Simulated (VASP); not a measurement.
# TaOF (P-6m2) in VASP: notebook

Runs on TaOF. Level: PBE. Tasks: single point.

Everything below comes from runs of VASP 6.6.1. Logs are shortened: lines on timing, memory, paths and dates and some standing lists are left out, and cuts for length are marked.

### 1 The cell of the first run

Symmetry: P-6m2, No. 187, hexagonal system. Conventional cell: a = 3.600 Å, b = 3.600 Å, c = 2.850 Å, α = 90.00°, β = 90.00°, γ = 120.00°. Ta (site symmetry -6m2) has 3 O at 2.08 Å and 6 F at 2.52 Å and 2 Ta at 2.85 Å within 2.9 Å. Within 2.9 Å of O (site symmetry -6m2) lie 3 Ta at 2.08 Å and 6 F at 2.52 Å and 2 O at 2.85 Å. F (site symmetry -6m2) has 6 Ta at 2.52 Å and 6 O at 2.52 Å and 2 F at 2.85 Å within 3.3 Å.

The cell was generated, and may not be a known phase.

### 2 Single point, PBE

Input file INCAR:

```
ALGO = Normal
EDIFF = 1E-6
ENCUT = 520
GGA = PE
ISIF = 2
ISMEAR = 0
LASPH = True
LCHARG = True
LELF = True
LREAL = False
LVHAR = True
LWAVE = False
NBANDS = 19
NELM = 80
PREC = Accurate
SIGMA = 0.1
```

Input file KPOINTS:

```
k-points
0
Gamma
  6 6 6
```

Input file POSCAR:

```
TaOF
1.0
    3.5997924465     -0.0000000030      0.0000000000
   -1.7998962206      3.1175117085      0.0000000000
    0.0000000000      0.0000000000      2.8503841203
Ta O F
1 1 1
Direct
    0.0000000000      0.0000000000      0.5000000000
    0.6666666667      0.3333333333      0.5000000000
    0.3333333333      0.6666666667      0.0000000000
```

Potentials or basis: VASP PAW PBE potentials, release 64 (Ta_pv, O, F).

The run is started by

```bash
> cat potpaw_PBE.64/Ta_pv/POTCAR potpaw_PBE.64/O/POTCAR potpaw_PBE.64/F/POTCAR > POTCAR
> mpirun -np 1 vasp_std > vasp.out
```

OUTCAR:

```text
EDIFF = 1E-6
   ENCUT = 520
   GGA = PE
   ISIF = 2
   ISMEAR = 0
   LASPH = True
   LREAL = False
   NELM = 80
   PREC = Accurate

 ion  position               nearest neighbor table
   1  0.000  0.000  0.500-   2 2.08   2 2.08   2 2.08   3 2.52   3 2.52   3 2.52   3 2.52   3 2.52
                             3 2.52
   2  0.667  0.333  0.500-   1 2.08   1 2.08   1 2.08
   3  0.333  0.667  0.000-   1 2.52   1 2.52   1 2.52   1 2.52   1 2.52   1 2.52

  LATTYP: Found a hexagonal cell.
 ALAT       =     3.5997924465
 C/A-ratio  =     0.7918190181

  Lattice vectors:

 A1 = (   3.5997924465,  -0.0000000030,   0.0000000000)
 A2 = (  -1.7998962206,   3.1175117085,   0.0000000000)
 A3 = (   0.0000000000,   0.0000000000,   2.8503841203)

Analysis of symmetry for initial positions (statically):
=====================================================================
 Subroutine PRICEL returns:
 Original cell was already a primitive cell.

 Routine SETGRP: Setting up the symmetry group for a
 hexagonal supercell.

 Subroutine GETGRP returns: Found 12 space group operations
 (whereof 12 operations were pure point group operations)
 out of a pool of 24 trial point group operations.

The static configuration has the point symmetry D_3h.

Analysis of symmetry for dynamics (positions and initial velocities):
=====================================================================
 Subroutine PRICEL returns:
 Original cell was already a primitive cell.

 Routine SETGRP: Setting up the symmetry group for a
 hexagonal supercell.

 Subroutine GETGRP returns: Found 12 space group operations
 (whereof 12 operations were pure point group operations)
 out of a pool of 24 trial point group operations.

The dynamic configuration has the point symmetry D_3h.

 Subroutine INISYM returns: Found 12 space group operations
 (whereof 12 operations are pure point group operations),
 and found     1 'primitive' translations

----------------------------------------------------------------------------------------

                                     Primitive cell

  volume of cell :      31.9881

  direct lattice vectors                    reciprocal lattice vectors
     3.599792446 -0.000000003  0.000000000     0.277793794  0.160384321  0.000000000
    -1.799896221  3.117511708  0.000000000     0.000000000  0.320768643  0.000000000
     0.000000000  0.000000000  2.850384120     0.000000000  0.000000000  0.350829908

  length of vectors
     3.599792446  3.599792446  2.850384120     0.320768643  0.320768643  0.350829908

  position of ions in fractional coordinates (direct lattice)
     0.000000000  0.000000000  0.500000000
     0.666666667  0.333333333  0.500000000
     0.333333333  0.666666667  0.000000000

  ion indices of the primitive-cell ions
   primitive index   ion index
                 1           1
                 2           2
                 3           3

----------------------------------------------------------------------------------------

 KPOINTS: k-points

Automatic generation of k-mesh.
 Grid dimensions read from file:
 generate k-points for:    6    6    6

 Generating k-lattice:

  Cartesian coordinates                     Fractional coordinates (reciprocal lattice)
     0.046298966  0.026730720  0.000000000     0.166666667  0.000000000  0.000000000
     0.000000000  0.053461441  0.000000000     0.000000000  0.166666667  0.000000000
     0.000000000  0.000000000  0.058471651     0.000000000  0.000000000  0.166666667

  Length of vectors
     0.053461441  0.053461441  0.058471651

  Shift w.r.t. Gamma in fractional coordinates (k-lattice)
     0.000000000  0.000000000  0.000000000

 Subroutine IBZKPT returns following result:
 ===========================================

 Found     28 irreducible k-points:

 Following reciprocal coordinates:
            Coordinates               Weight
  0.000000  0.000000  0.000000      1.000000
  0.166667  0.000000  0.000000      6.000000
  0.333333  0.000000  0.000000      6.000000
  0.500000  0.000000  0.000000      3.000000
  0.166667  0.166667  0.000000      6.000000
  0.333333  0.166667  0.000000     12.000000
[... 16 lines left out ...]
  0.166667  0.000000  0.500000      6.000000
  0.333333  0.000000  0.500000      6.000000
 [... further k-points ...]
   k-points           NKPTS =     28   k-points in BZ     NKDIM =     28   number of bands    NBANDS=     19
   number of dos      NEDOS =    301   number of ions     NIONS =      3
   total plane-waves  NPLWV =  18816
   dimension x,y,z NGX =    28 NGY =   28 NGZ =   24
   dimension x,y,z NGXF=    56 NGYF=   56 NGZF=   48
   ions per type =               1   1   1
   NGX,Y,Z   is equivalent  to a cutoff of  12.93, 12.93, 14.00 a.u.
   NGXF,Y,Z  is equivalent  to a cutoff of  25.86, 25.86, 28.00 a.u.
 SYSTEM =  unknown system
   PREC   = accura    normal or accurate (medium, high low for compatibility)
   ISTART =      0    job   : 0-new  1-cont  2-samecut
   ICHARG =      2    charge: 1-file 2-atom 10-const
   ISPIN  =      1    spin polarized calculation?
   LNONCOLLINEAR =      F non collinear calculations
   LSORBIT =      F    spin-orbit coupling
   LASPH  =      T    aspherical Exc in radial PAW
   ENCUT  =  520.0 eV  38.22 Ry    6.18 a.u.   6.69  6.69  5.30*2*pi/ulx,y,z
   NELM   =     80;   NELMIN=  2; NELMDL= -5     # of ELM steps
   EDIFF  = 0.1E-05   stopping-criterion for ELM
   LREAL  =      F    real-space projection
   EDIFFG = 0.1E-04   stopping-criterion for IOM
   NSW    =      0    number of steps for IOM
   IBRION =     -1    ionic relax: 0-MD 1-quasi-New 2-CG
   NFREE  =      0    steps in history (QN), initial steepest desc. (CG)
   ISIF   =      2    stress and relaxation
   ISYM   =      2    0-nonsym 1-usesym 2-fastsym
   POTIM  = 0.5000    time-step for ionic-motion
   TEBEG  =    0.0;   TEEND  =   0.0 temperature during run
   PSTRESS=    0.0 pullay stress
   NELECT =      24.0000    total number of electrons
   NUPDOWN=      -1.0000    fix difference up-down
   EMIN   =  10.00;   EMAX   =-10.00  energy-range for DOS
   EFERMI =   0.00;   METHOD = LEGACY
   ISMEAR =     0;   SIGMA  =   0.10  broadening in eV -4-tet -1-fermi 0-gaus
   EFERMI_NEDOS =   21; number of points for ismear=-14 and -15
   IALGO  =     38    algorithm
   IMIX   =      4    mixing-type and parameters
     AMIX     =   0.40;   BMIX     =  1.00
     AMIX_MAG =   1.60;   BMIX_MAG =  1.00
  volume/ion in A,a.u.               =      10.66        71.96
  Fermi-wavevector in a.u.,A,eV,Ry     =   1.487587  2.811131 30.108522  2.212914
  Thomas-Fermi vector in A             =   2.600729
   LORBIT       =      0    0 simple, 1 ext, 2 COOP (PROOUT), +10 PAW based schemes
   GGA     = PE    functional components
   LHFCALC =     F    Hartree Fock is set to
   AEXX    =    0.0000 exact exchange contribution
   IVDW    =     0    specifies the selected vdW correction
   LEPSILON=     F    determine dielectric tensor
   LRPA    =     F    only Hartree local field effects (RPA)
 non-spin polarized calculation
 Gauss-broadening in eV      SIGMA  =   0.10
  energy-cutoff  :      520.00
  volume of cell :       31.99
 maximum number of plane-waves:       887
 NGX is ok and might be reduce to    28
   NGX = 13   NGY = 13   NGZ = 11

 number of electron      24.0000011 magnetization

 Free energy of the ion-electron system (eV)
  ---------------------------------------------------
  ext. energy  EPLUGINS =         0.00000000
  ---------------------------------------------------
  free energy    TOTEN  =       -24.32447323 eV

  energy without entropy =      -24.31868501  energy(sigma->0) =      -24.32157912

 E-fermi :   7.2655     XC(G=0): -12.2805

 val. band max:        7.1078690904   @ k =   0.1667   0.0000   0.3333
 cond. band min:       7.2975841685   @ k =   0.3333   0.1667   0.0000
 fundamental gap:      0.1897150781
 Fermi energy:         7.2654950201

 k-point     1 :       0.0000    0.0000    0.0000
  band No.  band energies     occupation
      1     -29.5540      2.00000
      2     -29.5540      2.00000
      3     -28.6711      2.00000
      4     -19.1447      2.00000
      5     -13.6116      2.00000
      6      -2.2028      2.00000
[... 11 lines left out ...]
     18      18.4228      0.00000
     19      18.4228      0.00000

 k-point     2 :       0.1667    0.0000    0.0000
  band No.  band energies     occupation
      1     -29.6152      2.00000
      2     -29.5651      2.00000
      3     -28.6677      2.00000
      4     -19.0551      2.00000
      5     -13.5833      2.00000
      6      -1.9390      2.00000
[... 11 lines left out ...]
     18      17.1177      0.00000
     19      18.7743      0.00000

 k-point     3 :       0.3333    0.0000    0.0000
  band No.  band energies     occupation
      1     -29.7338      2.00000
      2     -29.5871      2.00000
      3     -28.6608      2.00000
      4     -18.8973      2.00000
      5     -13.4759      2.00000
      6      -1.5357      2.00000
[... 11 lines left out ...]
     18      15.8901      0.00000
     19      18.8551      0.00000

 k-point     4 :       0.5000    0.0000    0.0000
  band No.  band energies     occupation
      1     -29.7915      2.00000
      2     -29.5981      2.00000
      3     -28.6574      2.00000
      4     -18.8297      2.00000
      5     -13.3950      2.00000
      6      -1.8352      2.00000
[... 11 lines left out ...]
     18      14.7851      0.00000
     19      18.8666      0.00000

 k-point     5 :       0.1667    0.1667    0.0000
  band No.  band energies     occupation
      1     -29.6934      2.00000
      2     -29.5931      2.00000
      3     -28.6626      2.00000
      4     -18.9345      2.00000
      5     -13.5040      2.00000
      6      -1.8560      2.00000
[... 11 lines left out ...]
     18      16.3328      0.00000
     19      18.7718      0.00000

 k-point     6 :       0.3333    0.1667    0.0000
  band No.  band energies     occupation
      1     -29.7619      2.00000
      2     -29.6289      2.00000
      3     -28.6574      2.00000
      4     -18.8313      2.00000
      5     -13.3724      2.00000
      6      -2.2643      2.00000
[... 11 lines left out ...]
     18      15.6608      0.00000
     19      18.4996      0.00000

 k-point     7 :       0.3333    0.3333    0.0000
  band No.  band energies     occupation
      1     -29.7401      2.00000
      2     -29.6861      2.00000
      3     -28.6557      2.00000
      4     -18.8030      2.00000
      5     -13.2956      2.00000
      6      -2.6824      2.00000
[... 11 lines left out ...]
     18      16.0657      0.00000
     19      17.5767      0.00000

 k-point     8 :       0.0000    0.0000    0.1667
  band No.  band energies     occupation
      1     -29.5339      2.00000
      2     -29.5339      2.00000
      3     -28.8830      2.00000
      4     -19.0138      2.00000
      5     -13.6091      2.00000
      6      -1.9699      2.00000
[... 256 lines left out ...]
 k-point    20 :       0.3333    0.1667    0.3333
  band No.  band energies     occupation
      1     -29.6796      2.00000
      2     -29.5588      2.00000
      3     -29.2490      2.00000
      4     -18.7175      2.00000
      5     -13.0857      2.00000
      6      -2.2319      2.00000
[... 11 lines left out ...]
     18      18.8564      0.00000
     19      18.9482      0.00000

 k-point    21 :       0.3333    0.3333    0.3333
  band No.  band energies     occupation
      1     -29.6687      2.00000
      2     -29.6011      2.00000
      3     -29.2444      2.00000
      4     -18.7163      2.00000
      5     -13.0083      2.00000
      6      -2.0244      2.00000
[... 11 lines left out ...]
     18      18.8680      0.00000
     19      19.2771      0.00000

 k-point    22 :       0.0000    0.0000    0.5000
  band No.  band energies     occupation
      1     -29.4794      2.00000
      2     -29.4727      2.00000
      3     -29.4727      2.00000
      4     -18.6093      2.00000
      5     -13.6321      2.00000
      6      -1.4427      2.00000
[... 11 lines left out ...]
     18      15.9971      0.00000
     19      18.8616      0.00000

 k-point    23 :       0.1667    0.0000    0.5000
  band No.  band energies     occupation
      1     -29.5240      2.00000
      2     -29.4827      2.00000
      3     -29.4685      2.00000
      4     -18.6277      2.00000
      5     -13.4640      2.00000
      6      -2.2861      2.00000
[... 11 lines left out ...]
     18      16.0513      0.00000
     19      18.8616      0.00000

 k-point    24 :       0.3333    0.0000    0.5000
  band No.  band energies     occupation
      1     -29.6244      2.00000
      2     -29.5027      2.00000
      3     -29.4466      2.00000
      4     -18.6627      2.00000
      5     -13.1401      2.00000
      6      -2.6744      2.00000
[... 11 lines left out ...]
     18      16.2876      0.00000
     19      18.8630      0.00000

 [... further k-points ...]

------------------------ aborting loop because EDIFF is reached ----------------------------------------

  FORCE on cell =-STRESS in cart. coord.  units (eV):
  Direction    XX          YY          ZZ          XY          YZ          ZX
  --------------------------------------------------------------------------------------
  -------------------------------------------------------------------------------------
  Total        0.0730092      0.0730092     -0.0129288      0.0000000      0.0000000      0.0000000
  in kB        3.6567847      3.6567847     -0.6475612      0.0000000      0.0000000      0.0000000
  external PRESSURE =       2.2220027 kB  Pullay stress =       0.0000000 kB

 VOLUME and BASIS-vectors are now :
 -----------------------------------------------------------------------------
  energy-cutoff  :      520.00
  volume of cell :       31.99
      direct lattice vectors                 reciprocal lattice vectors
     3.599792446 -0.000000003  0.000000000     0.277793794  0.160384321  0.000000000
    -1.799896221  3.117511708  0.000000000     0.000000000  0.320768643  0.000000000
     0.000000000  0.000000000  2.850384120     0.000000000  0.000000000  0.350829908

 POSITION                                       TOTAL-FORCE (eV/Angst)
 -----------------------------------------------------------------------------------
      0.00000      0.00000      1.42519        -0.000000      0.000000      0.000000
      1.79990      1.03917      1.42519        -0.000000      0.000000      0.000000
      0.00000      2.07834      0.00000         0.000000     -0.000000      0.000000
 -----------------------------------------------------------------------------------
    total drift:                               -0.000001      0.000001     -0.000000

  FREE ENERGIE OF THE ION-ELECTRON SYSTEM (eV)
  ---------------------------------------------------
  free  energy   TOTEN  =       -24.3244732274 eV

  energy  without entropy=      -24.3186850072  energy(sigma->0) =      -24.32157912
```

It took 22 s on 1 thread of Oxide Virtual Turin-like, shared host; peak memory 0.12 GiB.

Results:

```yaml
Free_energy: -24.3245 eV
Pressure: 0.2 GPa
Band_gap_on_the_k_mesh: zero (bands 12 and 13 overlap by 1.11 eV)
```

Stress tensor (GPa, compression positive):
```
 0.37  0.00  0.00
 0.00  0.37  0.00
 0.00  0.00 -0.06
```

Caveat: the k points lie up to 0.37 Å⁻¹ apart, too coarse for converged energies and pressures of a metal; spin-orbit coupling is left out, which moves the levels of the heavy elements.

### 3 Single point, PBE

This run uses another cell than the first one, of 11.67 Å³/atom.

Input file INCAR:

```
PREC = Accurate
ENCUT = 520
EDIFF = 1E-6
ISMEAR = 0
SIGMA = 0.1
LREAL = F
LASPH = T
NELM = 100
ALGO = Normal
ISIF = 2
LWAVE = F
LCHARG = F
GGA = PE
NBANDS = 19
```

Input file KPOINTS:

```
regular mesh
0
Gamma
  6 6 6
```

Input file POSCAR:

```
TaOF
1.0
    3.4333960300      0.0000000000      0.0000000000
   -1.7166980100      2.9734081800      0.0000000000
    0.0000000000      0.0000000000      3.4293802800
Ta O F
1 1 1
Direct
    0.0000000000      0.0000000000      0.5000000000
    0.6666666700      0.3333333300      0.5000000000
    0.3333333300      0.6666666700      0.0000000000
```

Potentials or basis: VASP PAW PBE potentials, release 64 (Ta_pv, O, F).

The run is started by

```bash
> cat potpaw_PBE.64/Ta_pv/POTCAR potpaw_PBE.64/O/POTCAR potpaw_PBE.64/F/POTCAR > POTCAR
> mpirun -np 1 vasp_std > vasp.out
```

OUTCAR:

```text
PREC = Accurate
   ENCUT = 520
   EDIFF = 1E-6
   ISMEAR = 0
   LREAL = F
   LASPH = T
   NELM = 100
   ISIF = 2
   GGA = PE

 ion  position               nearest neighbor table
   1  0.000  0.000  0.500-   2 1.98   2 1.98   2 1.98   3 2.62   3 2.62   3 2.62   3 2.62   3 2.62
                             3 2.62
   2  0.667  0.333  0.500-   1 1.98   1 1.98   1 1.98
   3  0.333  0.667  0.000-   1 2.62   1 2.62   1 2.62   1 2.62   1 2.62   1 2.62

  LATTYP: Found a hexagonal cell.
 ALAT       =     3.4333960300
 C/A-ratio  =     0.9988303854
[... 722 lines left out ...]

  FORCE on cell =-STRESS in cart. coord.  units (eV):
  Direction    XX          YY          ZZ          XY          YZ          ZX
  --------------------------------------------------------------------------------------
  -------------------------------------------------------------------------------------
  Total        3.3627361      3.3627361     -2.6288068      0.0000000      0.0000000     -0.0000000
  in kB      153.8896083    153.8896080   -120.3026457      0.0000003      0.0000000     -0.0000000
  external PRESSURE =      62.4921902 kB  Pullay stress =       0.0000000 kB

 VOLUME and BASIS-vectors are now :
 -----------------------------------------------------------------------------
  energy-cutoff  :      520.00
  volume of cell :       35.01
      direct lattice vectors                 reciprocal lattice vectors
     3.433396030  0.000000000  0.000000000     0.291256817  0.168157202  0.000000000
    -1.716698010  2.973408180  0.000000000     0.000000000  0.336314404  0.000000000
     0.000000000  0.000000000  3.429380280     0.000000000  0.000000000  0.291597874

 POSITION                                       TOTAL-FORCE (eV/Angst)
 -----------------------------------------------------------------------------------
      0.00000      0.00000      1.71469        -0.000000      0.000000      0.000000
      1.71670      0.99114      1.71469        -0.000000      0.000000      0.000000
     -0.00000      1.98227      0.00000         0.000000     -0.000000      0.000000
 -----------------------------------------------------------------------------------
    total drift:                                0.000014     -0.000008     -0.000000

  FREE ENERGIE OF THE ION-ELECTRON SYSTEM (eV)
  ---------------------------------------------------
  free  energy   TOTEN  =       -23.8766251741 eV

  energy  without entropy=      -23.8698014925  energy(sigma->0) =      -23.87321333
```

Wall time 23 s (1 thread of Oxide Virtual Turin-like, shared host); peak memory 0.13 GiB.

Results:

```yaml
Free_energy: -23.8766 eV
Pressure: 6.2 GPa
Band_gap_on_the_k_mesh: zero (bands 12 and 13 overlap by 1.34 eV)
```

Caveat: the stress differs along the axes, from -12 to 15 GPa; spin-orbit coupling is left out, which moves the levels of the heavy elements.

The gap in the log of VASP goes by the Fermi energy; the results here count the filled bands.